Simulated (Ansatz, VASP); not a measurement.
One calculation of Si2W, two programs

```xyz
3
Lattice="-1.6586 1.6586 3.5790 1.6586 -1.6586 3.5790 1.6586 1.6586 -3.5790" Properties=species:S:1:pos:R:3 pbc="T T T"
Si    0.0000    0.0000    2.3949
Si    0.0000    0.0000    4.7631
W     0.0000    0.0000    0.0000
```

Alike in both runs: task single point; functional PBE; k mesh 18 × 18 × 18; occupations gaussian, width 0.15 eV; no spin polarisation.

|  | VASP | Ansatz |
| --- | --- | --- |
| version | VASP 6.6.1 | Ansatz 0.2.0 |
| potentials or method | VASP PAW PBE potentials, release 64 (Si, W_sv), cutoff 520 eV | scalar-relativistic, plane waves, PAW |
| valence electrons in the cell | 22 | 22 |

```tsv
	VASP	Ansatz	Ansatz less VASP
gap on the k mesh at the Fermi level (eV)	none	none	-
pressure (GPa)	17.3	17.3	-0.01
traceless stress, the component that is largest in VASP (GPa)	44.98	45.04	+0.067
rms of the force components (eV/Å)	0.077	0.073	-0.0032
```

Atom by atom the forces differ by 0.003 eV/Å (rms over components). A gap of «none» marks a metal or a gap that the smearing closes. With one functional, cell and mesh, what is left measures potentials, basis and numerics.

Spin-orbit coupling is off throughout.
